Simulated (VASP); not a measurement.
# GeSe5 (R-3m) in VASP: further runs

Runs on GeSe5. Level: PBE. Tasks: relaxation of cell and atoms, relaxation of shape and atoms at fixed volume.

All numbers are computed with VASP 6.6.1; they aren't measurements. Logs are shortened: lines on timing, memory, paths and dates and some standing lists are left out, and cuts for length are marked.

## (1) The cell of the first run

Symmetry: R-3m, No. 166, trigonal system. Conventional cell: a = 7.135 Å, b = 7.135 Å, c = 10.335 Å, α = 90.00°, β = 90.00°, γ = 120.00°. Ge (site symmetry -3m) has 8 Se at 2.69 to 3.33 Å within 3.5 Å. Se (site symmetry 2/m) has 2 Se at 2.61 Å and 2 Ge at 2.69 Å within 3.4 Å. Within 3.4 Å of Se (site symmetry 3m) lie 3 Se at 2.61 Å and 1 Ge at 3.33 Å.

## (2) Relaxation of cell and atoms, PBE

Input file INCAR:

```
SYSTEM = GeSe5
PREC     = Accurate       ! precision mode
ENCUT    = 600            ! plane-wave cutoff, eV
EDIFF    = 1E-7           ! SCF threshold, eV
ISMEAR   = 0              ! smearing method
SIGMA    = 0.1            ! smearing width, eV
LREAL    = .FALSE.        ! projectors in reciprocal space
LASPH    = .TRUE.         ! aspherical terms in the spheres
NELM     = 100            ! most SCF steps
ALGO     = Normal         ! electronic algorithm
ISIF     = 3              ! what is computed and relaxed
LWAVE    = .FALSE.        ! write WAVECAR
LCHARG   = .FALSE.        ! write CHGCAR
GGA      = PE             ! functional
IBRION   = 2              ! ionic algorithm
NSW      = 80             ! ionic steps
EDIFFG   = -0.001         ! ionic threshold
```

Input file KPOINTS:

```
regular mesh
0
G
  6 6 6
  0 0 0
```

Input file POSCAR:

```
GeSe5
1.0
    3.5677254610      2.0598272553      3.4450146152
   -3.5677254610      2.0598272553      3.4450146152
    0.0000000000     -4.1196545106      3.4450146152
Ge Se
1 5
Direct
    0.5000000000      0.5000000000      0.5000000000
    0.5000000000      0.0000000000      0.5000000000
    0.5000000000      0.5000000000      0.0000000000
    0.0000000000      0.5000000000      0.5000000000
    0.1779797903      0.1779797903      0.1779797903
    0.8220202097      0.8220202097      0.8220202097
```

Potentials or basis: VASP PAW PBE potentials, release 64 (Ge_d, Se).

Launch:

```console
$ cat potpaw_PBE.64/Ge_d/POTCAR potpaw_PBE.64/Se/POTCAR > POTCAR
$ mpirun -np 1 vasp_std > vasp.out
```

OUTCAR:

```text
SYSTEM = GeSe5
   PREC = Accurate
   ENCUT = 600
   EDIFF = 1E-7
   ISMEAR = 0
   LREAL = .FALSE.
   LASPH = .TRUE.
   NELM = 100
   ISIF = 3
   GGA = PE
   IBRION = 2
   NSW = 80
   EDIFFG = -0.001

 ion  position               nearest neighbor table
   1  0.500  0.500  0.500-   3 2.69   3 2.69   4 2.69   2 2.69   2 2.69   4 2.69
   2  0.500  0.000  0.500-   5 2.61   6 2.61   1 2.69   1 2.69
   3  0.500  0.500  0.000-   5 2.61   6 2.61   1 2.69   1 2.69
   4  0.000  0.500  0.500-   5 2.61   6 2.61   1 2.69   1 2.69
   5  0.178  0.178  0.178-   3 2.61   2 2.61   4 2.61
   6  0.822  0.822  0.822-   3 2.61   2 2.61   4 2.61

  LATTYP: Found a trigonal (rhomboedric) cell.
 ALAT       =     5.3702587448
 COS(alpha) =     0.1172810924

  Lattice vectors:

 A1 = (   3.5677254610,   2.0598272553,   3.4450146152)
 A2 = (  -3.5677254610,   2.0598272553,   3.4450146152)
 A3 = (   0.0000000000,  -4.1196545106,   3.4450146152)

Analysis of symmetry for initial positions (statically):
=====================================================================
 Subroutine PRICEL returns:
 Original cell was already a primitive cell.

 Routine SETGRP: Setting up the symmetry group for a
 trigonal (rhombohedral) supercell.

 Subroutine GETGRP returns: Found 12 space group operations
 (whereof 12 operations were pure point group operations)
 out of a pool of 12 trial point group operations.

The static configuration has the point symmetry D_3d.

Analysis of symmetry for dynamics (positions and initial velocities):
=====================================================================
 Subroutine PRICEL returns:
 Original cell was already a primitive cell.

 Routine SETGRP: Setting up the symmetry group for a
 trigonal (rhombohedral) supercell.

 Subroutine GETGRP returns: Found 12 space group operations
 (whereof 12 operations were pure point group operations)
 out of a pool of 12 trial point group operations.

The dynamic configuration has the point symmetry D_3d.

 Subroutine INISYM returns: Found 12 space group operations
 (whereof 12 operations are pure point group operations),
 and found     1 'primitive' translations

----------------------------------------------------------------------------------------

                                     Primitive cell

  volume of cell :     151.9024

  direct lattice vectors                    reciprocal lattice vectors
     3.567725461  2.059827255  3.445014615     0.140145313  0.080912934  0.096758177
    -3.567725461  2.059827255  3.445014615    -0.140145313  0.080912934  0.096758177
     0.000000000 -4.119654511  3.445014615     0.000000000 -0.161825868  0.096758177

  length of vectors
     5.370258745  5.370258745  5.370258745     0.188546430  0.188546430  0.188546430

  position of ions in fractional coordinates (direct lattice)
     0.500000000  0.500000000  0.500000000
     0.500000000  0.000000000  0.500000000
     0.500000000  0.500000000  0.000000000
     0.000000000  0.500000000  0.500000000
     0.177979790  0.177979790  0.177979790
     0.822020210  0.822020210  0.822020210

  ion indices of the primitive-cell ions
   primitive index   ion index
                 1           1
                 2           2
                 3           3
                 4           4
                 5           5
                 6           6

----------------------------------------------------------------------------------------

 KPOINTS: regular mesh

Automatic generation of k-mesh.
 Grid dimensions read from file:
 generate k-points for:    6    6    6

 Generating k-lattice:

  Cartesian coordinates                     Fractional coordinates (reciprocal lattice)
     0.023357552  0.013485489  0.016126363     0.166666667  0.000000000  0.000000000
    -0.023357552  0.013485489  0.016126363     0.000000000  0.166666667  0.000000000
     0.000000000 -0.026970978  0.016126363     0.000000000  0.000000000  0.166666667

  Length of vectors
     0.031424405  0.031424405  0.031424405

  Shift w.r.t. Gamma in fractional coordinates (k-lattice)
     0.000000000  0.000000000  0.000000000

 Subroutine IBZKPT returns following result:
 ===========================================

 Found     32 irreducible k-points:

 Following reciprocal coordinates:
            Coordinates               Weight
  0.000000  0.000000  0.000000      1.000000
  0.166667 -0.000000  0.000000      6.000000
  0.333333 -0.000000  0.000000      6.000000
  0.500000 -0.000000  0.000000      3.000000
  0.166667  0.166667  0.000000      6.000000
  0.333333  0.166667  0.000000     12.000000
[... 16 lines left out ...]
  0.500000  0.500000  0.166667      6.000000
 -0.333333  0.500000  0.166667     12.000000
 [... further k-points ...]
   k-points           NKPTS =     32   k-points in BZ     NKDIM =     32   number of bands    NBANDS=     26
   number of dos      NEDOS =    301   number of ions     NIONS =      6
   total plane-waves  NPLWV = 110592
[... 26 lines left out ...]
   NELECT =      44.0000    total number of electrons
   NUPDOWN=      -1.0000    fix difference up-down
   EMIN   =  10.00;   EMAX   =-10.00  energy-range for DOS
   EFERMI =   0.00;   METHOD = LEGACY
   ISMEAR =     0;   SIGMA  =   0.10  broadening in eV -4-tet -1-fermi 0-gaus
   EFERMI_NEDOS =   21; number of points for ismear=-14 and -15
   IALGO  =     38    algorithm
   IMIX   =      4    mixing-type and parameters
     AMIX     =   0.40;   BMIX     =  1.00
     AMIX_MAG =   1.60;   BMIX_MAG =  1.00
  volume/ion in A,a.u.               =      25.32       170.85
  Fermi-wavevector in a.u.,A,eV,Ry     =   1.083189  2.046930 15.963692  1.173298
  Thomas-Fermi vector in A             =   2.219249
   LORBIT       =      0    0 simple, 1 ext, 2 COOP (PROOUT), +10 PAW based schemes
   GGA     = PE    functional components
   LHFCALC =     F    Hartree Fock is set to
   AEXX    =    0.0000 exact exchange contribution
   IVDW    =     0    specifies the selected vdW correction
   LEPSILON=     F    determine dielectric tensor
   LRPA    =     F    only Hartree local field effects (RPA)
 conjugate gradient relaxation of ions
 non-spin polarized calculation
 Gauss-broadening in eV      SIGMA  =   0.10
  energy-cutoff  :      600.00
  volume of cell :      151.90
 maximum number of plane-waves:      5089
 NGX is ok and might be reduce to    48
   NGX = 21   NGY = 21   NGZ = 21

--------------------------------------- Ionic step        1  -------------------------------------------

 number of electron      43.9999995 magnetization

 Free energy of the ion-electron system (eV)
  ---------------------------------------------------
  ext. energy  EPLUGINS =         0.00000000
  ---------------------------------------------------
  free energy    TOTEN  =       -21.29668565 eV

  energy without entropy =      -21.27628387  energy(sigma->0) =      -21.28648476

------------------------ aborting loop because EDIFF is reached ----------------------------------------

  FORCE on cell =-STRESS in cart. coord.  units (eV):
  Direction    XX          YY          ZZ          XY          YZ          ZX
  --------------------------------------------------------------------------------------
  -------------------------------------------------------------------------------------
  Total        0.0531441      0.0531441      0.0288456      0.0000000      0.0000000      0.0000000
  in kB        0.5605329      0.5605329      0.3042468      0.0000000      0.0000000      0.0000000
  external PRESSURE =       0.4751042 kB  Pullay stress =       0.0000000 kB
[... 101 lines left out ...]
  FREE ENERGIE OF THE ION-ELECTRON SYSTEM (eV)
  ---------------------------------------------------
  free  energy   TOTEN  =       -21.2966980523 eV

  energy  without entropy=      -21.2762442292  energy(sigma->0) =      -21.28647114

[... ionic steps 4 to 11 ...]

--------------------------------------- Ionic step       12  -------------------------------------------

 number of electron      43.9999995 magnetization

------------------------ aborting loop because EDIFF is reached ----------------------------------------

  FORCE on cell =-STRESS in cart. coord.  units (eV):
  Direction    XX          YY          ZZ          XY          YZ          ZX
  --------------------------------------------------------------------------------------
  -------------------------------------------------------------------------------------
  Total        0.0162264      0.0162264     -0.0016875      0.0000000     -0.0000000      0.0000000
  in kB        0.1710193      0.1710193     -0.0177857      0.0000000     -0.0000000      0.0000000
  external PRESSURE =       0.1080843 kB  Pullay stress =       0.0000000 kB
[... 65 lines left out ...]
  energy  without entropy=      -21.2762531027  energy(sigma->0) =      -21.28648006

--------------------------------------- Ionic step       14  -------------------------------------------

 number of electron      43.9999995 magnetization

 Free energy of the ion-electron system (eV)
  ---------------------------------------------------
  ext. energy  EPLUGINS =         0.00000000
  ---------------------------------------------------
  free energy    TOTEN  =       -21.29670795 eV

  energy without entropy =      -21.27624909  energy(sigma->0) =      -21.28647852

 E-fermi :   2.8570     XC(G=0):  -9.2778

 val. band max:        2.8287630610   @ k =  -0.3333   0.5000   0.3333
 cond. band min:       2.8696807294   @ k =   0.3333   0.1667   0.0000
 fundamental gap:      0.0409176683
 Fermi energy:         2.8570090429

 k-point     1 :       0.0000    0.0000    0.0000
  band No.  band energies     occupation
      1     -21.9145      2.00000
      2     -21.9145      2.00000
      3     -21.9060      2.00000
      4     -21.8867      2.00000
      5     -21.8867      2.00000
      6     -12.0925      2.00000
[... 685 lines left out ...]
     25       5.3625      0.00000
     26       5.7312      0.00000

 [... further k-points ...]

------------------------ aborting loop because EDIFF is reached ----------------------------------------

  FORCE on cell =-STRESS in cart. coord.  units (eV):
  Direction    XX          YY          ZZ          XY          YZ          ZX
  --------------------------------------------------------------------------------------
  -------------------------------------------------------------------------------------
  Total        0.0008077      0.0008077      0.0018838      0.0000000     -0.0000000      0.0000000
  in kB        0.0085104      0.0085104      0.0198479      0.0000000     -0.0000000      0.0000000
  external PRESSURE =       0.0122895 kB  Pullay stress =       0.0000000 kB
[... 21 lines left out ...]
  FREE ENERGIE OF THE ION-ELECTRON SYSTEM (eV)
  ---------------------------------------------------
  free  energy   TOTEN  =       -21.2967079523 eV

  energy  without entropy=      -21.2762490897  energy(sigma->0) =      -21.28647852

 reached required accuracy - stopping structural energy minimisation
```

Run time: 11 min. Hardware: 1 thread of Intel Xeon Platinum 8488C (Sapphire Rapids), shared host; peak memory 0.42 GiB.

What came out:

* Free energy: -21.2967 eV
* Relaxed volume: 25.34 Å³/atom
* Relaxed cell: a = 5.372 Å, b = 5.372 Å, c = 5.372 Å, α = 83.30°, β = 83.30°, γ = 83.30°
* Space group after relaxing (to 0.1 Å): R-3m (No. 166)
* Energy gained by relaxing: 0.0 meV/atom
* Ionic steps: 14
* Pressure after relaxing: 0.0 GPa
* Band gap on the k mesh: zero (bands 22 and 23 overlap by 0.70 eV)

Final structure:
```xyz
6
Lattice="3.5701 2.0612 3.4441 -3.5701 2.0612 3.4441 0.0000 -4.1224 3.4441" Properties=species:S:1:pos:R:3 pbc="T T T"
Ge    0.0000    0.0000    5.1662
Se    1.7850   -1.0306    3.4441
Se    0.0000    2.0612    3.4441
Se   -1.7850   -1.0306    3.4441
Se    0.0000    0.0000    1.8389
Se    0.0000    0.0000    8.4935
```

Levels at points of the mesh, in eV from the Fermi level:
```csv
k point,band 18,band 19,band 20,band 21,band 22,band 23,band 24,band 25,band 26
"(0.00, 0.00, 0.00)",-1.92,-1.35,-1.35,-0.93,-0.93,-0.32,2.73,2.73,3.62
"(0.50, 0.00, 0.00)",-1.58,-1.04,-0.80,-0.69,-0.62,0.48,2.11,2.29,2.68
"(0.50, 0.50, 0.00)",-1.36,-0.66,-0.37,-0.35,-0.13,1.59,1.66,2.24,3.07
"(0.50, 0.50, 0.50)",-0.91,-0.91,-0.43,-0.43,0.26,1.30,1.30,1.32,1.33
```

## (3) Relaxation of cell and atoms, PBE

This run uses another cell than the first one, of 26.05 Å³/atom.

Input file INCAR:

```
ALGO = Normal
EDIFF = 1E-7
EDIFFG = -0.01
ENCUT = 600
GGA = PE
IBRION = 2
ISIF = 3
ISMEAR = 0
LASPH = True
LCHARG = False
LREAL = False
LWAVE = False
NELM = 60
NSW = 100
PREC = Accurate
SIGMA = 0.1
```

Input file KPOINTS:

```
k-points
0
Gamma
  6 6 6
```

Input file POSCAR:

```
GeSe5
1.0
    3.6055033761      2.0816383448      3.4708762632
   -3.6055033761      2.0816383448      3.4708762632
    0.0000000000     -4.1632766895      3.4708762632
Ge Se
1 5
Direct
    0.5000000000      0.5000000000      0.5000000000
    0.5000000000      0.0000000000      0.5000000000
    0.5000000000      0.5000000000      0.0000000000
    0.0000000000      0.5000000000      0.5000000000
    0.1813801396      0.1813801396      0.1813801396
    0.8186198604      0.8186198604      0.8186198604
```

Potentials or basis: VASP PAW PBE potentials, release 64 (Ge_d, Se).

Launch:

```console
$ cat potpaw_PBE.64/Ge_d/POTCAR potpaw_PBE.64/Se/POTCAR > POTCAR
$ mpirun -np 1 vasp_std > vasp.out
```

It took 8.7 min on 1 thread of Intel Xeon Platinum 8488C (Sapphire Rapids), shared host; peak memory 0.43 GiB.

Results (log left out):

| Property | Result |
| --- | --- |
| Free energy | -21.2969 eV |
| Relaxed volume | 25.34 Å³/atom |
| Relaxed cell | a = 5.372 Å, b = 5.372 Å, c = 5.372 Å, α = 83.27°, β = 83.27°, γ = 83.27° |
| Space group after relaxing (to 0.1 Å) | R-3m (No. 166) |
| Energy gained by relaxing | 1.5 meV/atom |
| Ionic steps | 8 |
| Pressure after relaxing | 0.0 GPa |
| Largest force after relaxing | 0.003 eV/Å |
| Band gap on the k mesh | zero (bands 22 and 23 overlap by 0.70 eV) |

Forces on the atoms (eV/Å):
```
Ge   0.000  0.000  0.000
Se   0.000  0.000  0.000
Se   0.000  0.000  0.000
Se   0.000  0.000  0.000
Se   0.000  0.000 -0.003
Se   0.000  0.000  0.003
```

The path:
| step | energy change (eV) | largest force (eV/Å) | pressure (GPa) | volume (Å³) |
| --- | --- | --- | --- | --- |
| 1 | 0.0000 | 0.0050 | -0.64 | 156.30 |
| 2 | -0.0043 | 0.1384 | 0.10 | 153.95 |
| 3 | -0.0044 | 0.1223 | 0.02 | 154.20 |
| 4 | -0.0060 | 0.0975 | 0.00 | 153.80 |
| 5 | -0.0077 | 0.0426 | -0.01 | 152.93 |
| 6 | -0.0077 | 0.0298 | -0.01 | 152.74 |
| 7 | -0.0082 | 0.0228 | 0.00 | 152.55 |
| 8 | -0.0088 | 0.0033 | 0.00 | 152.04 |

Final structure:
```yaml
crystal:
  lattice:
    - [3.56896, 2.06054, 3.44577]
    - [-3.56896, 2.06054, 3.44577]
    - [0.00000, -4.12108, 3.44577]
  atoms:
    - { symbol: Ge, position: [0.50000, 0.50000, 0.50000] }
    - { symbol: Se, position: [0.50000, 0.00000, 0.50000] }
    - { symbol: Se, position: [0.50000, 0.50000, 0.00000] }
    - { symbol: Se, position: [0.00000, 0.50000, 0.50000] }
    - { symbol: Se, position: [0.17804, 0.17804, 0.17804] }
    - { symbol: Se, position: [0.82196, 0.82196, 0.82196] }
```

Levels at points of the mesh, in eV from the Fermi level:
```tsv
k point	band 18	band 19	band 20	band 21	band 22	band 23	band 24	band 25	band 26
(0.00, 0.00, 0.00)	-1.92	-1.35	-1.35	-0.93	-0.93	-0.32	2.73	2.73	3.62
(0.50, 0.00, 0.00)	-1.58	-1.04	-0.80	-0.69	-0.62	0.48	2.11	2.29	2.68
(0.50, 0.50, 0.00)	-1.36	-0.66	-0.37	-0.35	-0.13	1.59	1.65	2.24	3.07
(0.50, 0.50, 0.50)	-0.91	-0.91	-0.43	-0.43	0.27	1.30	1.30	1.32	1.33
```

## (4) Relaxation of shape and atoms at fixed volume, PBE (26.84 Å³/atom)

This run uses another cell than the first one, of 26.84 Å³/atom.

Input file INCAR:

```
SYSTEM = GeSe5
PREC = Accurate
ENCUT = 600
EDIFF = 1E-7
ISMEAR = 0
SIGMA = 0.1
LREAL = .False.
LASPH = .True.
NELM = 60
ALGO = Normal
ISIF = 4
LWAVE = .False.
LCHARG = .False.
GGA = PE
IBRION = 2
NSW = 50
EDIFFG = -0.01
```

Input file KPOINTS:

```
regular mesh
0
Gamma
  6 6 6
  0 0 0
```

Input file POSCAR:

```
GeSe5
1.0
    3.6367678655      2.0996889062      3.5143792615
   -3.6367678655      2.0996889062      3.5143792615
    0.0000000000     -4.1993778122      3.5143792615
Ge Se
1 5
Direct
    0.5000000000      0.5000000000      0.5000000000
    0.5000000000      0.0000000000      0.5000000000
    0.5000000000      0.5000000000      0.0000000000
    0.0000000000      0.5000000000      0.5000000000
    0.1818338502      0.1818338502      0.1818338502
    0.8181661498      0.8181661498      0.8181661498
```

Launch:

```console
$ cat potpaw_PBE.64/Ge_d/POTCAR potpaw_PBE.64/Se/POTCAR > POTCAR
$ mpirun -np 1 vasp_std > vasp.out
```

It took 5.5 min on 1 thread of Intel Xeon Platinum 8488C (Sapphire Rapids), shared host; peak memory 0.41 GiB.

Results (log left out):

* Free energy: -21.2622 eV
* Energy gained by relaxing: 1.8 meV/atom
* Ionic steps: 5
* Pressure after relaxing: -1.2 GPa
* Band gap on the k mesh: zero (bands 22 and 23 overlap by 0.61 eV)

Forces in eV/Å, atoms in the order of the input:
```
Ge   0.000  0.000  0.000
Se   0.000  0.000  0.000
Se   0.000  0.000  0.000
Se   0.000  0.000  0.000
Se   0.000  0.000 -0.002
Se   0.000  0.000  0.002
```

Step by step:
```tsv
step	energy change (eV)	largest force (eV/Å)	pressure (GPa)	volume (Å³)
1	0.0000	0.2576	-1.91	161.02
2	-0.0056	0.1717	-1.67	161.02
3	-0.0094	0.0191	-1.24	161.02
4	-0.0101	0.0121	-1.21	161.02
5	-0.0108	0.0021	-1.16	161.02
```

Final structure:
```
Ge Se
1.0
     3.63234    2.09713    3.52296
    -3.63234    2.09713    3.52296
     0.00000   -4.19426    3.52296
Ge Se
1 5
Direct
  0.50000 0.50000 0.50000
  0.50000 0.00000 0.50000
  0.50000 0.50000 0.00000
  0.00000 0.50000 0.50000
  0.18588 0.18588 0.18588
  0.81412 0.81412 0.81412
```

Levels at points of the mesh, in eV from the Fermi level:
| k point | band 18 | band 19 | band 20 | band 21 | band 22 | band 23 | band 24 | band 25 | band 26 |
| --- | --- | --- | --- | --- | --- | --- | --- | --- | --- |
| (0.00, 0.00, 0.00) | -1.75 | -1.26 | -1.26 | -0.86 | -0.86 | -0.30 | 2.88 | 2.88 | 3.43 |
| (0.50, 0.00, 0.00) | -1.47 | -1.08 | -0.63 | -0.61 | -0.58 | 0.36 | 2.16 | 2.30 | 2.66 |
| (0.50, 0.50, 0.00) | -1.31 | -0.64 | -0.40 | -0.35 | -0.11 | 1.39 | 1.63 | 2.15 | 3.11 |
| (0.50, 0.50, 0.50) | -0.94 | -0.94 | -0.47 | -0.47 | 0.22 | 1.04 | 1.27 | 1.27 | 1.35 |

## (5) Summary

| task | cell | gap on the mesh (eV) | pressure (GPa) | relaxed volume (Å³/atom) |
| --- | --- | --- | --- | --- |
| relaxation of cell and atoms | relaxed from a = 5.370 Å, angles 83.3°, 6 atoms, atomic positions A | none | 0.0 | 25.34 |
| relaxation of cell and atoms | relaxed from a = 5.420 Å, angles 83.4°, 6 atoms, atomic positions B | none | 0.0 | 25.34 |
| relaxation of shape and atoms at fixed volume | relaxed from a = 5.476 Å, angles 83.2°, 6 atoms, atomic positions C | none | -1.2 | - |

Alike in all rows: level PBE; potentials or basis VASP PAW PBE potentials, release 64 (Ge_d, Se); no spin polarisation; k mesh 6 × 6 × 6; cutoff (eV) 600; smearing gaussian 0.1 eV.

Absolute energies hang on the potentials; compare differences alone.

The gap in the log of VASP goes by the Fermi energy; the results here count the filled bands.